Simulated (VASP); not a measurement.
# Ca (I4/mmm) in VASP: notebook, part 2 of 2

VASP 6.6.1. The steps go on from the part before.

### Step 3. Single point, BLYP+D3(BJ)

INCAR

```
PREC = Accurate
ENCUT = 520
EDIFF = 1E-7
ISMEAR = 1
SIGMA = 0.1
LREAL = F
LASPH = T
NELM = 60
ALGO = Normal
ISIF = 2
LWAVE = F
LCHARG = F
GGA = B5
ALDAX = 1.0
AGGAX = 1.0
AGGAC = 1.0
ALDAC = 0.0
IVDW = 12
VDW_S6 = 1.0
VDW_S8 = 2.6996
VDW_A1 = 0.4298
VDW_A2 = 4.2359
NBANDS = 11
```

KPOINTS

```
regular mesh
0
Gamma
  9 9 9
```

POSCAR

```
Ca
1.0
   -2.2052049036      2.2052049036      2.1961148100
    2.2052049036     -2.2052049036      2.1961148100
    2.2052049036      2.2052049036     -2.1961148100
Ca
1
Direct
    0.5000000000      0.5000000000      0.0000000000
```

Potentials or basis: VASP PAW PBE potentials, release 64 (Ca_sv).

Started as:

```bash
$ cat potpaw_PBE.64/Ca_sv/POTCAR > POTCAR
$ mpirun -np 1 vasp_std > vasp.out
```

OUTCAR:

```text
PREC = Accurate
   ENCUT = 520
   EDIFF = 1E-7
   ISMEAR = 1
   LREAL = F
   LASPH = T
   NELM = 60
   ISIF = 2
   GGA = B5
   IVDW = 12
 IVDW          = 12

 ion  position               nearest neighbor table
   1  0.500  0.500  0.000-

  LATTYP: Found a body centered tetragonal cell.
 ALAT       =     4.4104098072
 C/A-ratio  =     0.9958778916

  Lattice vectors:

 A1 = (  -2.2052049036,   2.2052049036,   2.1961148100)
 A2 = (   2.2052049036,  -2.2052049036,   2.1961148100)
 A3 = (   2.2052049036,   2.2052049036,  -2.1961148100)

Analysis of symmetry for initial positions (statically):
=====================================================================
 Subroutine PRICEL returns:
 Original cell was already a primitive cell.

 Routine SETGRP: Setting up the symmetry group for a
 body centered tetragonal supercell.

 Subroutine GETGRP returns: Found 16 space group operations
 (whereof 16 operations were pure point group operations)
 out of a pool of 16 trial point group operations.

The static configuration has the point symmetry D_4h.

Analysis of symmetry for dynamics (positions and initial velocities):
=====================================================================
 Subroutine PRICEL returns:
 Original cell was already a primitive cell.

 Routine SETGRP: Setting up the symmetry group for a
 body centered tetragonal supercell.

 Subroutine GETGRP returns: Found 16 space group operations
 (whereof 16 operations were pure point group operations)
 out of a pool of 16 trial point group operations.

The dynamic configuration has the point symmetry D_4h.

 Subroutine INISYM returns: Found 16 space group operations
 (whereof 16 operations are pure point group operations),
 and found     1 'primitive' translations

----------------------------------------------------------------------------------------

                                     Primitive cell

  volume of cell :      42.7182

  direct lattice vectors                    reciprocal lattice vectors
    -2.205204904  2.205204904  2.196114810     0.000000000  0.226736300  0.227674800
     2.205204904 -2.205204904  2.196114810     0.226736300  0.000000000  0.227674800
     2.205204904  2.205204904 -2.196114810     0.226736300  0.226736300  0.000000000

  length of vectors
     3.814285987  3.814285987  3.814285987     0.321317855  0.321317855  0.320653550

  position of ions in fractional coordinates (direct lattice)
     0.500000000  0.500000000  0.000000000

  ion indices of the primitive-cell ions
   primitive index   ion index
                 1           1

----------------------------------------------------------------------------------------

 KPOINTS: regular mesh

Automatic generation of k-mesh.
 Grid dimensions read from file:
 generate k-points for:    9    9    9

 Generating k-lattice:

  Cartesian coordinates                     Fractional coordinates (reciprocal lattice)
     0.000000000  0.025192922  0.025297200     0.111111111 -0.000000000  0.000000000
     0.025192922  0.000000000  0.025297200    -0.000000000  0.111111111  0.000000000
     0.025192922  0.025192922  0.000000000     0.000000000  0.000000000  0.111111111

  Length of vectors
     0.035701984  0.035701984  0.035628172

  Shift w.r.t. Gamma in fractional coordinates (k-lattice)
     0.000000000  0.000000000  0.000000000

 Subroutine IBZKPT returns following result:
 ===========================================

 Found     75 irreducible k-points:

 Following reciprocal coordinates:
            Coordinates               Weight
  0.000000  0.000000  0.000000      1.000000
  0.111111  0.000000 -0.000000      8.000000
  0.222222  0.000000 -0.000000      8.000000
  0.333333  0.000000 -0.000000      8.000000
  0.444444  0.000000 -0.000000      8.000000
  0.111111  0.111111 -0.000000      8.000000
[... 16 lines left out ...]
 -0.333333  0.333333  0.000000      4.000000
  0.444444  0.444444 -0.000000      8.000000
 [... further k-points ...]
   k-points           NKPTS =     75   k-points in BZ     NKDIM =     75   number of bands    NBANDS=     11
   number of dos      NEDOS =    301   number of ions     NIONS =      1
   total plane-waves  NPLWV =  21952
   dimension x,y,z NGX =    28 NGY =   28 NGZ =   28
   dimension x,y,z NGXF=    56 NGYF=   56 NGZF=   56
   ions per type =               1
   NGX,Y,Z   is equivalent  to a cutoff of  12.20, 12.20, 12.20 a.u.
   NGXF,Y,Z  is equivalent  to a cutoff of  24.41, 24.41, 24.41 a.u.
 SYSTEM =  unknown system
   PREC   = accura    normal or accurate (medium, high low for compatibility)
   ISTART =      0    job   : 0-new  1-cont  2-samecut
   ICHARG =      2    charge: 1-file 2-atom 10-const
   ISPIN  =      1    spin polarized calculation?
   LNONCOLLINEAR =      F non collinear calculations
   LSORBIT =      F    spin-orbit coupling
   LASPH  =      T    aspherical Exc in radial PAW
   ENCUT  =  520.0 eV  38.22 Ry    6.18 a.u.   7.09  7.09  7.09*2*pi/ulx,y,z
   NELM   =     60;   NELMIN=  2; NELMDL= -5     # of ELM steps
   EDIFF  = 0.1E-06   stopping-criterion for ELM
   LREAL  =      F    real-space projection
   EDIFFG = 0.1E-05   stopping-criterion for IOM
   NSW    =      0    number of steps for IOM
   IBRION =     -1    ionic relax: 0-MD 1-quasi-New 2-CG
   NFREE  =      0    steps in history (QN), initial steepest desc. (CG)
   ISIF   =      2    stress and relaxation
   ISYM   =      2    0-nonsym 1-usesym 2-fastsym
   POTIM  = 0.5000    time-step for ionic-motion
   TEBEG  =    0.0;   TEEND  =   0.0 temperature during run
   PSTRESS=    0.0 pullay stress
   NELECT =      10.0000    total number of electrons
   NUPDOWN=      -1.0000    fix difference up-down
   EMIN   =  10.00;   EMAX   =-10.00  energy-range for DOS
   EFERMI =   0.00;   METHOD = LEGACY
   ISMEAR =     1;   SIGMA  =   0.10  broadening in eV -4-tet -1-fermi 0-gaus
   EFERMI_NEDOS =   21; number of points for ismear=-14 and -15
   IALGO  =     38    algorithm
   IMIX   =      4    mixing-type and parameters
     AMIX     =   0.40;   BMIX     =  1.00
     AMIX_MAG =   1.60;   BMIX_MAG =  1.00
  volume/ion in A,a.u.               =      42.72       288.28
  Fermi-wavevector in a.u.,A,eV,Ry     =   1.008952  1.906643 13.850516  1.017984
  Thomas-Fermi vector in A             =   2.141851
   LORBIT       =      0    0 simple, 1 ext, 2 COOP (PROOUT), +10 PAW based schemes
   GGA     = B5    functional components
   LHFCALC =     F    Hartree Fock is set to
   AEXX    =    0.0000 exact exchange contribution
   IVDW    =    12    specifies the selected vdW correction
   LEPSILON=     F    determine dielectric tensor
   LRPA    =     F    only Hartree local field effects (RPA)
 non-spin polarized calculation
 Methfessel and Paxton  Order N= 1 SIGMA  =   0.10
  energy-cutoff  :      520.00
  volume of cell :       42.72
 maximum number of plane-waves:      1161
   NGX = 15   NGY = 15   NGZ = 15

 number of electron      10.0000001 magnetization

 Free energy of the ion-electron system (eV)
  ---------------------------------------------------
  ext. energy  EPLUGINS =         0.00000000
  ---------------------------------------------------
  free energy    TOTEN  =        -1.22227674 eV

  energy without entropy =       -1.21947324  energy(sigma->0) =       -1.22134224

 E-fermi :   2.4255     XC(G=0):  -7.2659

 val. band max:        2.4244130819   @ k =  -0.4444  -0.4444   0.1111
 cond. band min:       2.4326744009   @ k =  -0.4444  -0.4444   0.3333
 fundamental gap:      0.0082613190
 Fermi energy:         2.4254537501

 k-point     1 :       0.0000    0.0000    0.0000
  band No.  band energies     occupation
      1     -39.6809      2.00000
      2     -20.7211      2.00000
      3     -20.7188      2.00000
      4     -20.7188      2.00000
      5      -1.6037      2.00000
      6       4.4693      0.00000
      7       4.4852      0.00000
      8       4.4852      0.00000
      9       5.4702      0.00000
     10       5.4935      0.00000
     11      12.6586      0.00000
[... 309 lines left out ...]
 k-point    24 :       0.4444    0.4444   -0.0000
  band No.  band energies     occupation
      1     -39.6662      2.00000
      2     -20.8481      2.00000
      3     -20.7709      2.00000
      4     -20.7242      2.00000
      5       1.6253      2.00000
      6       2.4474      0.63774
      7       3.5415     -0.00000
      8       5.3324      0.00000
      9       5.7456      0.00000
     10       6.5681      0.00000
     11       7.3261      0.00000

 [... further k-points ...]

------------------------ aborting loop because EDIFF is reached ----------------------------------------

 Edisp (eV)   -0.55893

 E8    (eV) :    -0.4395

  FORCE on cell =-STRESS in cart. coord.  units (eV):
  Direction    XX          YY          ZZ          XY          YZ          ZX
  --------------------------------------------------------------------------------------
  -------------------------------------------------------------------------------------
  Total      -0.56245    -0.56245    -0.57520     0.00000     0.00000     0.00000
  in kB     -21.09504   -21.09504   -21.57316     0.00000     0.00000     0.00000
  external pressure =      -21.25 kB  Pullay stress =        0.00 kB

 VOLUME and BASIS-vectors are now :
 -----------------------------------------------------------------------------
  energy-cutoff  :      520.00
  volume of cell :       42.72
      direct lattice vectors                 reciprocal lattice vectors
    -2.205204904  2.205204904  2.196114810     0.000000000  0.226736300  0.227674800
     2.205204904 -2.205204904  2.196114810     0.226736300  0.000000000  0.227674800
     2.205204904  2.205204904 -2.196114810     0.226736300  0.226736300  0.000000000

 POSITION                                       TOTAL-FORCE (eV/Angst)
 -----------------------------------------------------------------------------------
      0.00000      0.00000      2.19611         0.000000     -0.000000     -0.000000
 -----------------------------------------------------------------------------------
    total drift:                                0.000000     -0.000000      0.000000

  FREE ENERGIE OF THE ION-ELECTRON SYSTEM (eV)
  ---------------------------------------------------
  free  energy   TOTEN  =        -1.7812107930 eV

  energy  without entropy=       -1.7784072919  energy(sigma->0) =       -1.78027629
```

OSZICAR:

```text
N       E                     dE             d eps       ncg     rms          rms(c)
DAV:   1     0.722569887926E+02    0.72257E+02   -0.54004E+03  1650   0.807E+02
DAV:   2     0.223639438005E+01   -0.70021E+02   -0.69408E+02  1818   0.221E+02
DAV:   3    -0.102656818710E+01   -0.32630E+01   -0.32190E+01  2827   0.396E+01
DAV:   4    -0.122809660888E+01   -0.20153E+00   -0.20074E+00  2111   0.555E+00
DAV:   5    -0.122976936507E+01   -0.16728E-02   -0.16725E-02  2331   0.668E-01    0.194E+00
DAV:   6    -0.121969165075E+01    0.10078E-01   -0.21449E-02  2020   0.131E+00    0.122E+00
DAV:   7    -0.122218389732E+01   -0.24922E-02   -0.28129E-02  1908   0.146E+00    0.146E-01
DAV:   8    -0.122205334640E+01    0.13055E-03   -0.26628E-03  1948   0.543E-01    0.282E-02
DAV:   9    -0.122227262815E+01   -0.21928E-03   -0.55996E-04  2050   0.134E-01    0.221E-02
DAV:  10    -0.122227804243E+01   -0.54143E-05   -0.34607E-05  2032   0.540E-02    0.251E-03
DAV:  11    -0.122227677930E+01    0.12631E-05   -0.22522E-06  2160   0.931E-03    0.389E-04
DAV:  12    -0.122227674195E+01    0.37349E-07   -0.37093E-07  2432   0.286E-03
   1 F= -.17812108E+01 E0= -.17802763E+01  d E =-.280350E-02
```

stdout:

```text
POSCAR found type information on POSCAR Ca
 POSCAR found :  1 types and       1 ions
 scaLAPACK will be used
 -----------------------------------------------------------------------------
|                                                                             |
|                                                                             |
|     You enforced a specific xc type in the INCAR file but a different       |
|     I HOPE YOU KNOW WHAT YOU ARE DOING!                                     |
|                                                                             |
 -----------------------------------------------------------------------------

 LDA part: xc-table for (Slater(with rela. corr.)+VWN5), standard interpolation
 POSCAR, INCAR and KPOINTS ok, starting setup
 FFT: planning ... GRIDC
 FFT: planning ... GRID_SOFT
 FFT: planning ... GRID
 WAVECAR not read
 entering main loop
```

Wall time 14 s (1 thread of Intel Xeon 6975P-C (Granite Rapids), shared host); peak memory 0.18 GiB.

Results:

| Item | Value |
| --- | --- |
| Free energy | -1.7812 eV |
| Pressure | -2.1 GPa |
| Band gap on the k mesh | zero (band 5 reaches 2.58 eV, above the bottom of band 6 at 2.42 eV) |
| Dispersion energy per atom | -0.559 eV |

Levels at points of the mesh, in eV from the Fermi level:
```
           k point  band 1  band 2  band 3  band 4  band 5  band 6  band 7  band 8  band 9  band 10
(0.00, 0.00, 0.00)  -42.11  -23.15  -23.14  -23.14   -4.03    2.04    2.06    2.06    3.04     3.07
```

Caveat: the PAW data sets were made with another functional, which shifts forces and pressure a little; pairwise dispersion overbinds metals, which lowers pressure and volume.

### Step 4. Single point, LDA

INCAR

```
ALGO = Fast
EDIFF = 1E-6
ENCUT = 520
ISIF = 2
ISMEAR = 0
LASPH = True
LCHARG = False
LREAL = False
LWAVE = False
NBANDS = 11
NELM = 100
PREC = Accurate
SIGMA = 0.1
```

KPOINTS

```
k-points
0
Gamma
  9 9 9
```

POSCAR is that of step 3.

Potentials or basis: VASP PAW LDA potentials, release 64 (Ca_sv).

Started as:

```bash
$ cat potpaw_LDA.64/Ca_sv/POTCAR > POTCAR
$ mpirun -np 1 vasp_std > vasp.out
```

Run time: 12 s. Hardware: 1 thread of Intel Xeon 6975P-C (Granite Rapids), shared host; peak memory 0.15 GiB.

It converged, with:

- Free energy: -2.1620 eV
- Pressure: -1.9 GPa
- Band gap on the k mesh: zero (band 5 reaches 1.96 eV, above the bottom of band 6 at 1.79 eV)

Levels at points of the mesh, in eV from the Fermi level:
```csv
k point,band 2,band 3,band 4,band 5,band 6,band 7,band 8,band 9
"(0.00, 0.00, 0.00)",-22.86,-22.86,-22.86,-4.06,2.11,2.13,2.13,3.17
```

### Step 5. Single point, LDA

INCAR

```
ALGO = Normal
EDIFF = 1E-7
ENCUT = 520
ISIF = 2
ISMEAR = -1
LASPH = True
LCHARG = False
LREAL = False
LWAVE = False
NBANDS = 11
NELM = 100
PREC = Accurate
SIGMA = 0.05
```

KPOINTS is that of step 4.

POSCAR is that of step 4.

Started as:

```bash
$ cat potpaw_LDA.64/Ca_sv/POTCAR > POTCAR
$ mpirun -np 1 vasp_std > vasp.out
```

It took 10 s on 1 thread of Intel Xeon 6975P-C (Granite Rapids), shared host; peak memory 0.15 GiB.

The run converged. Its results:

```yaml
Free_energy: -2.1650 eV
Pressure: -1.9 GPa
Band_gap_on_the_k_mesh: zero (band 5 reaches 1.96 eV, above the bottom of band 6 at 1.79 eV)
```

Levels at points of the mesh, in eV from the Fermi level:
| k point | band 2 | band 3 | band 4 | band 5 | band 6 | band 7 | band 8 | band 9 |
| --- | --- | --- | --- | --- | --- | --- | --- | --- |
| (0.00, 0.00, 0.00) | -22.86 | -22.86 | -22.86 | -4.06 | 2.12 | 2.14 | 2.14 | 3.17 |

### Step 6. Summary

```csv
level,potentials or basis,smearing,gap on the mesh (eV),pressure (GPa)
PBE,"VASP PAW PBE potentials, release 64 (Ca_sv)",fermi-dirac 0.05 eV,none,-0.2
BLYP+D3(BJ),"VASP PAW PBE potentials, release 64 (Ca_sv)",methfessel-paxton 0.1 eV,none,-2.1
LDA,"VASP PAW LDA potentials, release 64 (Ca_sv)",gaussian 0.1 eV,none,-1.9
LDA,"VASP PAW LDA potentials, release 64 (Ca_sv)",fermi-dirac 0.05 eV,none,-1.9
```

Alike in all rows: task single point; no spin polarisation; cell as given; k mesh 9 × 9 × 9; cutoff (eV) 520.

Caveats: the PAW data sets were made with another functional, which shifts forces and pressure a little (some runs); pairwise dispersion overbinds metals, which lowers pressure and volume (some runs).

Absolute energies hang on the potentials; compare differences alone.
